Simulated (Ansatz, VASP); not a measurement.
# Two plane-wave programs on W

The input INCAR:

```
PREC = Accurate ; ENCUT = 520
EDIFF = 1E-7 ; ISMEAR = 0
SIGMA = 0.15 ; LREAL = False
LASPH = True ; NELM = 80
ALGO = Fast ; ISIF = 2
LWAVE = False ; LCHARG = False
GGA = PS ; NBANDS = 36
```

KPOINTS

```
Automatic mesh
0
Gamma
  23 23 7
```

POSCAR

```
W
1.0
   -1.5771801388      1.5771801388     -1.5771801388
   -1.5771801388     -1.5771801388      1.5771801388
    0.0000000000      7.0158273362      7.0158273362
W
4
Direct
    0.0000000000      0.0000000000      0.7868110518
    0.5000000000      0.5000000000      0.1124015788
    0.0000000000      0.0000000000      0.3372047365
    0.5000000000      0.5000000000      0.5620078941
```

Input for Ansatz:

```yaml
crystal:
  lattice:
    - [-1.5771801388, 1.5771801388, -1.5771801388]
    - [-1.5771801388, -1.5771801388, 1.5771801388]
    - [0.0, 7.0158273362, 7.0158273362]
  atoms:
    - { symbol: W, position: [0.0, 0.0, 0.7868110518] }
    - { symbol: W, position: [0.5, 0.5, 0.1124015788] }
    - { symbol: W, position: [0.0, 0.0, 0.3372047365] }
    - { symbol: W, position: [0.5, 0.5, 0.5620078941] }
basis:
  ecutwfc: 420
kpoints:
  mp_grid: { grid: [23, 23, 7] }
hamiltonian:
  xc: pbesol
scf:
  occupations: { method: gaussian, width: 0.15 }
output:
  forces: true
  stress: true
  eigenvalues: true
```

Alike in both runs: task single point; functional PBEsol; k mesh 23 × 23 × 7; occupations gaussian, width 0.15 eV; no spin polarisation.

|  | VASP | Ansatz |
| --- | --- | --- |
| version | VASP 6.6.1 | Ansatz 0.2.0 |
| potentials or method | VASP PAW PBE potentials, release 64 (W_sv), cutoff 520 eV | scalar-relativistic, plane waves, PAW |
| valence electrons in the cell | 56 | 56 |

Ansatz gave:

```
gap on the k mesh at the Fermi level (eV)                     : none
pressure (GPa)                                                : -12.4
traceless stress, the component that is largest in VASP (GPa) : -4.42
rms of the force components (eV/Å)                            : 0.572
```

**Question.** Estimate VASP's values.

**Answer.** gap on the k mesh at the Fermi level (eV): none; pressure (GPa): -11.9; traceless stress, the component that is largest in VASP (GPa): -4.51; rms of the force components (eV/Å): 0.584.

VASP's potentials were made for PBE, not for PBEsol. Atom by atom the forces differ by 0.011 eV/Å (rms over components). A gap of «none» marks a metal or a gap that the smearing closes. With one functional, cell and mesh, what is left measures potentials, basis and numerics.

Spin-orbit coupling is off throughout.
